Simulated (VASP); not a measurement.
# InSe in VASP: further runs, part 2 of 2

VASP 6.6.1.

## 3. Single point, PBE+D3(BJ)

Contents of INCAR:

```
ALGO = Normal
DIPOL = 0.5 0.5 0.500
EDIFF = 1E-6
ENCUT = 520
GGA = PE
IDIPOL = 3
ISIF = 2
ISMEAR = 0
IVDW = 12
LASPH = True
LCHARG = True
LDIPOL = True
LELF = True
LREAL = False
LVACPOTAV = True
LVHAR = True
LWAVE = False
NBANDS = 27
NELM = 60
PREC = Accurate
SIGMA = 0.02
```

Contents of KPOINTS:

```
k-points
0
Gamma
  9 9 1
```

Contents of POSCAR:

```
InSe
1.0
    4.0270000000      0.0000000000      0.0000000000
   -2.0135000000      3.4874843010      0.0000000000
    0.0000000000      0.0000000000     36.7199571806
Se In
2 2
Direct
    0.0000000000      0.0000000000      0.4218950696
    0.0000000000      0.0000000000      0.5780771689
    0.6666666667      0.3333333333      0.4594644305
    0.6666666667      0.3333333333      0.5405078700
```

Potentials or basis: VASP PAW PBE potentials, release 64 (Se, In_d).

Command:

```bash
cat potpaw_PBE.64/Se/POTCAR potpaw_PBE.64/In_d/POTCAR > POTCAR
mpirun -np 1 vasp_std > vasp.out
```

OUTCAR:

```text
EDIFF = 1E-6
   ENCUT = 520
   GGA = PE
   ISIF = 2
   ISMEAR = 0
   IVDW = 12
   LASPH = True
   LREAL = False
   NELM = 60
   PREC = Accurate
 IVDW          = 12

 ion  position               nearest neighbor table
   1  0.000  0.000  0.422-   3 2.70   3 2.70   3 2.70
   2  0.000  0.000  0.578-   4 2.70   4 2.70   4 2.70
   3  0.667  0.333  0.459-   1 2.70   1 2.70   1 2.70   4 2.98
   4  0.667  0.333  0.541-   2 2.70   2 2.70   2 2.70   3 2.98

  LATTYP: Found a hexagonal cell.
 ALAT       =     4.0270000000
 C/A-ratio  =     9.1184398263

  Lattice vectors:

 A1 = (   4.0270000000,   0.0000000000,   0.0000000000)
 A2 = (  -2.0135000000,   3.4874843010,   0.0000000000)
 A3 = (   0.0000000000,   0.0000000000,  36.7199571806)

Analysis of symmetry for initial positions (statically):
=====================================================================
 Subroutine PRICEL returns:
 Original cell was already a primitive cell.

 Routine SETGRP: Setting up the symmetry group for a
 hexagonal supercell.

 Subroutine GETGRP returns: Found 12 space group operations
 (whereof  6 operations were pure point group operations)
 out of a pool of 24 trial point group operations.

The static configuration has the point symmetry C_3v.
 The point group associated with its full space group is D_3h.

Analysis of symmetry for dynamics (positions and initial velocities):
=====================================================================
 Subroutine PRICEL returns:
 Original cell was already a primitive cell.

 Routine SETGRP: Setting up the symmetry group for a
 hexagonal supercell.

 Subroutine GETGRP returns: Found 12 space group operations
 (whereof  6 operations were pure point group operations)
 out of a pool of 24 trial point group operations.

The dynamic configuration has the point symmetry C_3v.
 The point group associated with its full space group is D_3h.

 Subroutine INISYM returns: Found 12 space group operations
 (whereof  6 operations are pure point group operations),
 and found     1 'primitive' translations

----------------------------------------------------------------------------------------

                                     Primitive cell

  volume of cell :     515.6987

  direct lattice vectors                    reciprocal lattice vectors
     4.027000000  0.000000000  0.000000000     0.248323814  0.143369821  0.000000000
    -2.013500000  3.487484301  0.000000000     0.000000000  0.286739642  0.000000000
     0.000000000  0.000000000 36.719957181     0.000000000  0.000000000  0.027233147

  length of vectors
     4.027000000  4.027000000 36.719957181     0.286739642  0.286739642  0.027233147

  position of ions in fractional coordinates (direct lattice)
     0.000000000  0.000000000  0.421895070
     0.000000000  0.000000000  0.578077169
     0.666666667  0.333333333  0.459464430
     0.666666667  0.333333333  0.540507870

  ion indices of the primitive-cell ions
   primitive index   ion index
                 1           1
                 2           2
                 3           3
                 4           4

----------------------------------------------------------------------------------------
[... 36 lines left out ...]
  0.222222  0.222222  0.000000      6.000000
  0.333333  0.222222  0.000000     12.000000
  0.333333  0.333333  0.000000      2.000000
   k-points           NKPTS =     12   k-points in BZ     NKDIM =     12   number of bands    NBANDS=     27
   number of dos      NEDOS =    301   number of ions     NIONS =      4
   total plane-waves  NPLWV = 252000
   dimension x,y,z NGX =    30 NGY =   30 NGZ =  280
   dimension x,y,z NGXF=    60 NGYF=   60 NGZF=  560
   ions per type =               2   2
   NGX,Y,Z   is equivalent  to a cutoff of  12.38, 12.38, 12.68 a.u.
   NGXF,Y,Z  is equivalent  to a cutoff of  24.77, 24.77, 25.35 a.u.
 SYSTEM =  unknown system
   PREC   = accura    normal or accurate (medium, high low for compatibility)
   ISTART =      0    job   : 0-new  1-cont  2-samecut
   ICHARG =      2    charge: 1-file 2-atom 10-const
   ISPIN  =      1    spin polarized calculation?
   LNONCOLLINEAR =      F non collinear calculations
   LSORBIT =      F    spin-orbit coupling
   LASPH  =      T    aspherical Exc in radial PAW
   ENCUT  =  520.0 eV  38.22 Ry    6.18 a.u.   7.49  7.49 68.27*2*pi/ulx,y,z
   NELM   =     60;   NELMIN=  2; NELMDL= -5     # of ELM steps
   EDIFF  = 0.1E-05   stopping-criterion for ELM
   LREAL  =      F    real-space projection
   EDIFFG = 0.1E-04   stopping-criterion for IOM
   NSW    =      0    number of steps for IOM
   IBRION =     -1    ionic relax: 0-MD 1-quasi-New 2-CG
   NFREE  =      0    steps in history (QN), initial steepest desc. (CG)
   ISIF   =      2    stress and relaxation
   ISYM   =      2    0-nonsym 1-usesym 2-fastsym
   POTIM  = 0.5000    time-step for ionic-motion
   TEBEG  =    0.0;   TEEND  =   0.0 temperature during run
   PSTRESS=    0.0 pullay stress
   NELECT =      38.0000    total number of electrons
   NUPDOWN=      -1.0000    fix difference up-down
   EMIN   =  10.00;   EMAX   =-10.00  energy-range for DOS
   EFERMI =   0.00;   METHOD = LEGACY
   ISMEAR =     0;   SIGMA  =   0.02  broadening in eV -4-tet -1-fermi 0-gaus
   EFERMI_NEDOS =   21; number of points for ismear=-14 and -15
   IALGO  =     38    algorithm
   IMIX   =      4    mixing-type and parameters
     AMIX     =   0.40;   BMIX     =  1.00
     AMIX_MAG =   1.60;   BMIX_MAG =  1.00
  volume/ion in A,a.u.               =     128.92       870.03
  Fermi-wavevector in a.u.,A,eV,Ry     =   0.686337  1.296989  6.409138  0.471058
  Thomas-Fermi vector in A             =   1.766536
   LORBIT       =      0    0 simple, 1 ext, 2 COOP (PROOUT), +10 PAW based schemes
   GGA     = PE    functional components
   LHFCALC =     F    Hartree Fock is set to
   AEXX    =    0.0000 exact exchange contribution
   IVDW    =    12    specifies the selected vdW correction
   LEPSILON=     F    determine dielectric tensor
   LRPA    =     F    only Hartree local field effects (RPA)
 non-spin polarized calculation
 Gauss-broadening in eV      SIGMA  =   0.02
  energy-cutoff  :      520.00
  volume of cell :      515.70
 maximum number of plane-waves:     13981
 NGX is ok and might be reduce to    30
   NGX = 15   NGY = 15   NGZ =137

 dipolmoment           0.000000      0.000000      0.000000 electrons x Angstroem

 number of electron      38.0000001 magnetization

 dipolmoment           0.000000      0.000000     -0.000014 electrons x Angstroem

 Free energy of the ion-electron system (eV)
  ---------------------------------------------------
  ext. energy  EPLUGINS =         0.00000000
  ---------------------------------------------------
  free energy    TOTEN  =       -14.12405478 eV

  energy without entropy =      -14.12405478  energy(sigma->0) =      -14.12405478

 E-fermi :  -3.9038     XC(G=0):  -2.3700

 val. band max:       -4.0109644139   @ k =   0.1111   0.1111   0.0000
 cond. band min:      -2.3494054727   @ k =   0.0000   0.0000   0.0000
 fundamental gap:      1.6615589412
 Fermi energy:        -3.9037620594

 k-point     1 :       0.0000    0.0000    0.0000
  band No.  band energies     occupation
      1     -17.7295      2.00000
      2     -17.6367      2.00000
      3     -17.6367      2.00000
      4     -17.5976      2.00000
      5     -17.5976      2.00000
      6     -17.5652      2.00000
[... 349 lines left out ...]
     26       3.9167      0.00000
     27       4.2067      0.00000

------------------------ aborting loop because EDIFF is reached ----------------------------------------

 vacuum level on the upper side and lower side of the slab       (xc-potential included)        -0.138        -0.138

 Edisp (eV)   -0.85081

 E8    (eV) :    -0.4092

  FORCE on cell =-STRESS in cart. coord.  units (eV):
  Direction    XX          YY          ZZ          XY          YZ          ZX
  --------------------------------------------------------------------------------------
  -------------------------------------------------------------------------------------
  Total      -0.98824    -0.98824    -3.55958     0.00000    -0.00000     0.00000
  in kB      -3.07026    -3.07026   -11.05894     0.00000    -0.00000     0.00000
  external pressure =       -5.73 kB  Pullay stress =        0.00 kB

 VOLUME and BASIS-vectors are now :
 -----------------------------------------------------------------------------
  energy-cutoff  :      520.00
  volume of cell :      515.70
      direct lattice vectors                 reciprocal lattice vectors
     4.027000000  0.000000000  0.000000000     0.248323814  0.143369821  0.000000000
    -2.013500000  3.487484301  0.000000000     0.000000000  0.286739642  0.000000000
     0.000000000  0.000000000 36.719957181     0.000000000  0.000000000  0.027233147

 POSITION                                       TOTAL-FORCE (eV/Angst)
 -----------------------------------------------------------------------------------
      0.00000      0.00000     15.49197         0.000000     -0.000000      0.537585
      0.00000      0.00000     21.22697         0.000000     -0.000000     -0.537585
      2.01350      1.16249     16.87151        -0.000000      0.000000      0.152509
      2.01350      1.16249     19.84743        -0.000000      0.000000     -0.152509
 -----------------------------------------------------------------------------------
    total drift:                               -0.000000      0.000000     -0.001706

  FREE ENERGIE OF THE ION-ELECTRON SYSTEM (eV)
  ---------------------------------------------------
  free  energy   TOTEN  =       -14.9748656737 eV

  energy  without entropy=      -14.9748656737  energy(sigma->0) =      -14.97486567

 vacuum level on the upper side and lower side of the slab         2.117         2.117
```

Wall time 5.2 min (1 thread of Intel Xeon Platinum 8375C at 2.90GHz (Ice Lake), shared host); peak memory 0.63 GiB.

What came out:

```yaml
Free_energy: -14.9749 eV
Largest_force: 0.538 eV/Å
Band_gap_on_the_k_mesh: 1.66 eV (least direct gap 1.75 eV)
Dispersion_energy_per_atom: -0.213 eV
Ionisation_potential_of_the_upper_face: 6.13 eV
```

Forces in eV/Å, atoms in the order of the input:
```
Se   0.000  0.000  0.538
Se   0.000  0.000 -0.538
In   0.000  0.000  0.153
In   0.000  0.000 -0.153
```

Caveat: spin-orbit coupling is left out, which moves the levels of the heavy elements.
